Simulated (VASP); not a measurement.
# Ir in VASP: single point with PBE

Aim: the single point of Ir with PBE.

Everything below comes from runs of VASP 6.6.1. Logs are shortened: lines on timing, memory, paths and dates and some standing lists are left out, and cuts for length are marked.

## (1) The cell of the first run

The cell holds a slab with vacuum, 4 atoms: a = 2.720 Å, b = 2.720 Å, c = 27.554 Å, α = 90.00°, β = 90.00°, γ = 120.00°.

## (2) Single point, PBE

INCAR reads:

```
PREC = Accurate
ENCUT = 400
EDIFF = 1E-6
ISMEAR = 1
SIGMA = 0.1
LREAL = False
LASPH = True
NELM = 120
ALGO = Normal
ISIF = 2
LWAVE = False
LCHARG = True
LDIPOL = True
IDIPOL = 3
DIPOL = 0.5 0.5 0.652
GGA = PE
LELF = True
LVHAR = True
LVACPOTAV = True
NBANDS = 26
GGA_COMPAT = False
NELMDL = -8
```

KPOINTS reads:

```
regular mesh
0
Gamma
  15 15 1
```

POSCAR reads:

```
Ir
1.0
    2.7197522494      0.0000000000      0.0000000000
   -1.3598761247      2.3553745400      0.0000000000
    0.0000000000      0.0000000000     27.5536406448
Ir
4
Direct
    0.0000000000      1.0000000000      0.5299865848
    0.6666666667      0.3333333333      0.6119556917
    0.3333333333      0.6666666667      0.6926154690
    0.0000000000      1.0000000000      0.7723034423
```

Potentials or basis: VASP PAW PBE potentials, release 64 (Ir).

The run is started by

```sh
$ cat potpaw_PBE.64/Ir/POTCAR > POTCAR
$ mpirun -np 1 vasp_std > vasp.out
```

OUTCAR:

```text
PREC = Accurate
   ENCUT = 400
   EDIFF = 1E-6
   ISMEAR = 1
   LREAL = False
   LASPH = True
   NELM = 120
   ISIF = 2
   GGA = PE
   NELMDL = -8

 ion  position               nearest neighbor table
   1  0.000  0.000  0.530-   2 2.75   2 2.75   2 2.75
   2  0.667  0.333  0.612-   3 2.72   3 2.72   3 2.72   1 2.75   1 2.75   1 2.75
   3  0.333  0.667  0.693-   4 2.70   4 2.70   4 2.70   2 2.72   2 2.72   2 2.72
   4  0.000  0.000  0.772-   3 2.70   3 2.70   3 2.70

  LATTYP: Found a hexagonal cell.
 ALAT       =     2.7197522494
 C/A-ratio  =    10.1309377172

  Lattice vectors:

 A1 = (   2.7197522494,   0.0000000000,   0.0000000000)
 A2 = (  -1.3598761247,   2.3553745400,   0.0000000000)
 A3 = (   0.0000000000,   0.0000000000,  27.5536406448)

Analysis of symmetry for initial positions (statically):
=====================================================================
 Subroutine PRICEL returns:
 Original cell was already a primitive cell.

 Routine SETGRP: Setting up the symmetry group for a
 hexagonal supercell.

 Subroutine GETGRP returns: Found  6 space group operations
 (whereof  6 operations were pure point group operations)
 out of a pool of 24 trial point group operations.

The static configuration has the point symmetry C_3v.

Analysis of symmetry for dynamics (positions and initial velocities):
=====================================================================
 Subroutine PRICEL returns:
 Original cell was already a primitive cell.

 Routine SETGRP: Setting up the symmetry group for a
 hexagonal supercell.

 Subroutine GETGRP returns: Found  6 space group operations
 (whereof  6 operations were pure point group operations)
 out of a pool of 24 trial point group operations.

The dynamic configuration has the point symmetry C_3v.

 Subroutine INISYM returns: Found  6 space group operations
 (whereof  6 operations are pure point group operations),
 and found     1 'primitive' translations

----------------------------------------------------------------------------------------

                                     Primitive cell

  volume of cell :     176.5096

  direct lattice vectors                    reciprocal lattice vectors
     2.719752249  0.000000000  0.000000000     0.367680549  0.212280464  0.000000000
    -1.359876125  2.355374540  0.000000000     0.000000000  0.424560928  0.000000000
     0.000000000  0.000000000 27.553640645     0.000000000  0.000000000  0.036292845

  length of vectors
     2.719752249  2.719752249 27.553640645     0.424560928  0.424560928  0.036292845

  position of ions in fractional coordinates (direct lattice)
     0.000000000  0.000000000  0.529986585
     0.666666667  0.333333333  0.611955692
     0.333333333  0.666666667  0.692615469
     0.000000000  0.000000000  0.772303442

  ion indices of the primitive-cell ions
   primitive index   ion index
                 1           1
                 2           2
                 3           3
                 4           4

----------------------------------------------------------------------------------------

 KPOINTS: regular mesh

Automatic generation of k-mesh.
 Grid dimensions read from file:
 generate k-points for:   15   15    1

 Generating k-lattice:

  Cartesian coordinates                     Fractional coordinates (reciprocal lattice)
     0.024512037  0.014152031  0.000000000     0.066666667  0.000000000  0.000000000
     0.000000000  0.028304062  0.000000000     0.000000000  0.066666667  0.000000000
     0.000000000  0.000000000  0.036292845     0.000000000  0.000000000  1.000000000

  Length of vectors
     0.028304062  0.028304062  0.036292845

  Shift w.r.t. Gamma in fractional coordinates (k-lattice)
     0.000000000  0.000000000  0.000000000

 Subroutine IBZKPT returns following result:
 ===========================================

 Found     27 irreducible k-points:

 Following reciprocal coordinates:
            Coordinates               Weight
  0.000000  0.000000  0.000000      1.000000
  0.066667 -0.000000  0.000000      6.000000
  0.133333 -0.000000  0.000000      6.000000
  0.200000 -0.000000  0.000000      6.000000
  0.266667 -0.000000  0.000000      6.000000
  0.333333 -0.000000  0.000000      6.000000
[... 16 lines left out ...]
  0.333333  0.200000  0.000000     12.000000
  0.400000  0.200000  0.000000      6.000000
 [... further k-points ...]
   k-points           NKPTS =     27   k-points in BZ     NKDIM =     27   number of bands    NBANDS=     26
   number of dos      NEDOS =    301   number of ions     NIONS =      4
   total plane-waves  NPLWV =  58320
   dimension x,y,z NGX =    18 NGY =   18 NGZ =  180
   dimension x,y,z NGXF=    36 NGYF=   36 NGZF=  360
   ions per type =               4
   NGX,Y,Z   is equivalent  to a cutoff of  11.00, 11.00, 10.86 a.u.
   NGXF,Y,Z  is equivalent  to a cutoff of  22.01, 22.01, 21.72 a.u.
 SYSTEM =  unknown system
   PREC   = accura    normal or accurate (medium, high low for compatibility)
   ISTART =      0    job   : 0-new  1-cont  2-samecut
   ICHARG =      2    charge: 1-file 2-atom 10-const
   ISPIN  =      1    spin polarized calculation?
   LNONCOLLINEAR =      F non collinear calculations
   LSORBIT =      F    spin-orbit coupling
   LASPH  =      T    aspherical Exc in radial PAW
   ENCUT  =  400.0 eV  29.40 Ry    5.42 a.u.   4.44  4.44 44.93*2*pi/ulx,y,z
   NELM   =    120;   NELMIN=  2; NELMDL= -8     # of ELM steps
   EDIFF  = 0.1E-05   stopping-criterion for ELM
   LREAL  =      F    real-space projection
   EDIFFG = 0.1E-04   stopping-criterion for IOM
   NSW    =      0    number of steps for IOM
   IBRION =     -1    ionic relax: 0-MD 1-quasi-New 2-CG
   NFREE  =      0    steps in history (QN), initial steepest desc. (CG)
   ISIF   =      2    stress and relaxation
   ISYM   =      2    0-nonsym 1-usesym 2-fastsym
   POTIM  = 0.5000    time-step for ionic-motion
   TEBEG  =    0.0;   TEEND  =   0.0 temperature during run
   PSTRESS=    0.0 pullay stress
   NELECT =      36.0000    total number of electrons
   NUPDOWN=      -1.0000    fix difference up-down
   EMIN   =  10.00;   EMAX   =-10.00  energy-range for DOS
   EFERMI =   0.00;   METHOD = LEGACY
   ISMEAR =     1;   SIGMA  =   0.10  broadening in eV -4-tet -1-fermi 0-gaus
   EFERMI_NEDOS =   21; number of points for ismear=-14 and -15
   IALGO  =     38    algorithm
   IMIX   =      4    mixing-type and parameters
     AMIX     =   0.40;   BMIX     =  1.00
     AMIX_MAG =   1.60;   BMIX_MAG =  1.00
  volume/ion in A,a.u.               =      44.13       297.79
  Fermi-wavevector in a.u.,A,eV,Ry     =   0.963651  1.821035 12.634674  0.928622
  Thomas-Fermi vector in A             =   2.093214
   LORBIT       =      0    0 simple, 1 ext, 2 COOP (PROOUT), +10 PAW based schemes
   GGA     = PE    functional components
   LHFCALC =     F    Hartree Fock is set to
   AEXX    =    0.0000 exact exchange contribution
   IVDW    =     0    specifies the selected vdW correction
   LEPSILON=     F    determine dielectric tensor
   LRPA    =     F    only Hartree local field effects (RPA)
 non-spin polarized calculation
 Methfessel and Paxton  Order N= 1 SIGMA  =   0.10
  energy-cutoff  :      400.00
  volume of cell :      176.51
 maximum number of plane-waves:      3287
 NGX is ok and might be reduce to    18
   NGX =  9   NGY =  9   NGZ = 89

 dipolmoment           0.000000      0.000000      0.016233 electrons x Angstroem

 number of electron      35.9999996 magnetization

 dipolmoment           0.000000      0.000000     -0.001245 electrons x Angstroem

 Free energy of the ion-electron system (eV)
  ---------------------------------------------------
  ext. energy  EPLUGINS =         0.00000000
  ---------------------------------------------------
  free energy    TOTEN  =       -33.60332841 eV

  energy without entropy =      -33.60329483  energy(sigma->0) =      -33.60331722

 E-fermi :  -0.4222     XC(G=0):  -5.2292

 val. band max:       -0.4328991368   @ k =   0.4667  -0.0000   0.0000
 cond. band min:      -0.3905360657   @ k =   0.2667   0.0667   0.0000
 fundamental gap:      0.0423630711
 Fermi energy:        -0.4222143483

 k-point     1 :       0.0000    0.0000    0.0000
  band No.  band energies     occupation
      1     -10.8700      2.00000
      2      -9.3986      2.00000
      3      -8.2274      2.00000
      4      -8.1266      2.00000
      5      -4.4404      2.00000
      6      -4.2940      2.00000
[... 18 lines left out ...]
     25       0.2890     -0.00000
     26       4.8291      0.00000

 k-point     2 :       0.0667   -0.0000    0.0000
  band No.  band energies     occupation
      1     -10.6986      2.00000
      2      -9.2297      2.00000
      3      -8.0575      2.00000
      4      -7.9530      2.00000
      5      -4.5705      2.00000
      6      -4.4794      2.00000
[... 18 lines left out ...]
     25       1.2432     -0.00000
     26       4.9779      0.00000

 k-point     3 :       0.1333   -0.0000    0.0000
  band No.  band energies     occupation
      1     -10.2090      2.00000
      2      -8.7606      2.00000
      3      -7.5966      2.00000
      4      -7.4702      2.00000
      5      -4.9985      2.00000
      6      -4.7646      2.00000
[... 18 lines left out ...]
     25       2.4912      0.00000
     26       5.2760      0.00000

 k-point     4 :       0.2000   -0.0000    0.0000
  band No.  band energies     occupation
      1      -9.4860      2.00000
      2      -8.1351      2.00000
      3      -7.0691      2.00000
      4      -6.8196      2.00000
      5      -5.5522      2.00000
      6      -5.0902      2.00000
[... 18 lines left out ...]
     25       3.7226      0.00000
     26       5.8004      0.00000
[... 496 lines left out ...]
      1      -7.1305      2.00000
      2      -6.9425      2.00000
      3      -6.4662      2.00000
      4      -6.1711      2.00000
      5      -5.6530      2.00000
      6      -5.3628      2.00000
[... 18 lines left out ...]
     25       7.5235      0.00000
     26       8.1846      0.00000

 k-point    23 :       0.3333    0.2000    0.0000
  band No.  band energies     occupation
      1      -7.0694      2.00000
      2      -7.0075      2.00000
      3      -6.4723      2.00000
      4      -6.1528      2.00000
      5      -5.7113      2.00000
      6      -5.4374      2.00000
[... 18 lines left out ...]
     25       6.5558      0.00000
     26       7.1582      0.00000

 k-point    24 :       0.4000    0.2000    0.0000
  band No.  band energies     occupation
      1      -7.1145      2.00000
      2      -6.9991      2.00000
      3      -6.5173      2.00000
      4      -6.0559      2.00000
      5      -5.8137      2.00000
      6      -5.4757      2.00000
[... 18 lines left out ...]
     25       6.5675      0.00000
     26       6.6253      0.00000

 [... further k-points ...]
[... 5 lines left out ...]
  --------------------------------------------------------------------------------------
  -------------------------------------------------------------------------------------
  Total       -2.2758904     -2.2758904     -1.3582425      0.0000000      0.0000000     -0.0000000
  in kB      -20.6582544    -20.6582544    -12.3287656      0.0000000      0.0000000     -0.0000000
  external PRESSURE =     -17.8817581 kB  Pullay stress =       0.0000000 kB

 VOLUME and BASIS-vectors are now :
 -----------------------------------------------------------------------------
  energy-cutoff  :      400.00
  volume of cell :      176.51
      direct lattice vectors                 reciprocal lattice vectors
     2.719752249  0.000000000  0.000000000     0.367680549  0.212280464  0.000000000
    -1.359876125  2.355374540  0.000000000     0.000000000  0.424560928  0.000000000
     0.000000000  0.000000000 27.553640645     0.000000000  0.000000000  0.036292845

 POSITION                                       TOTAL-FORCE (eV/Angst)
 -----------------------------------------------------------------------------------
      0.00000      0.00000     14.60306        -0.000000     -0.000000      0.528629
      1.35988      0.78512     16.86161         0.000000      0.000000     -0.398147
     -0.00000      1.57025     19.08408        -0.000000     -0.000000     -0.189420
      0.00000      0.00000     21.27977         0.000000     -0.000000      0.058938
 -----------------------------------------------------------------------------------
    total drift:                                0.000000      0.000000      0.000446

  FREE ENERGIE OF THE ION-ELECTRON SYSTEM (eV)
  ---------------------------------------------------
  free  energy   TOTEN  =       -33.6033284080 eV

  energy  without entropy=      -33.6032948293  energy(sigma->0) =      -33.60331722

 vacuum level on the upper side and lower side of the slab         5.053         5.088
```

It took 1.8 min on 1 thread of Intel Xeon 6975P-C (Granite Rapids), shared host; peak memory 0.26 GiB.

What came out:

* Free energy: -33.6033 eV
* Largest force: 0.529 eV/Å
* Band gap on the k mesh: zero (bands 18 and 19 overlap by 2.16 eV)

Forces on the atoms (eV/Å):
```
Ir   0.000  0.000  0.529
Ir   0.000  0.000 -0.398
Ir   0.000  0.000 -0.189
Ir   0.000  0.000  0.059
```

Caveat: spin-orbit coupling is left out, which moves the levels of the heavy elements.
